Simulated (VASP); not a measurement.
Wanted: the native input for a VASP 6.6.1 run.

```yaml
Task: single point
Functional: LDA
Potentials_or_basis: VASP PAW LDA potentials, release 64 (Ag, Pt)
Cutoff: 520 eV
k_mesh: 9 × 9 × 9
Occupations: fermi-dirac, width 0.08 eV
Spin: no spin polarisation
Dipole_correction: no
Further_INCAR_settings: ALGO = Normal; EDIFF = 1e-07; NBANDS = 28
```

The structure of AgPt3 lies in POSCAR:

```
AgPt3
1.0
    3.9000000000      0.0390000000      0.0390000000
    0.0390000000      3.9000000000      0.0390000000
    0.0390000000      0.0390000000      3.9000000000
Ag Pt
1 3
Direct
    0.0000000000      0.0000000000      0.0000000000
    0.0000000000      0.5000000000      0.5000000000
    0.5000000000      0.0000000000      0.5000000000
    0.5000000000      0.5000000000      0.0000000000
```

This cell differs from its parent crystal: equal xy, yz and zx shear strains of +2 %.

The input as run:

INCAR

```
PREC = Accurate ; ENCUT = 520
EDIFF = 1E-7 ; ISMEAR = -1
SIGMA = 0.08 ; LREAL = False
LASPH = True ; NELM = 80
ALGO = Normal ; ISIF = 2
LWAVE = False ; LCHARG = False
GGA = CA ; NBANDS = 28
```

KPOINTS

```
Automatic mesh
0
Gamma
  9 9 9
```

Potentials or basis: VASP PAW LDA potentials, release 64 (Ag, Pt).

Command:

```sh
$ cat potpaw_LDA.64/Ag/POTCAR potpaw_LDA.64/Pt/POTCAR > POTCAR
$ mpirun -np 1 vasp_std > vasp.out
```

Results of the run:

```
Pressure               : 3.3 GPa
Band gap on the k mesh : zero (an odd number of electrons rules out a gap without spin polarisation)
```

Caveat: the cell differs from its parent crystal (equal xy, yz and zx shear strains of +2 %); the cell stands under pressure; spin-orbit coupling is left out, which moves the levels of the heavy elements.

Run time: 82 s on 1 thread of Intel(R) Xeon(R) 6975P-C (Granite Rapids), on a shared host, peak memory 0.23 GiB.
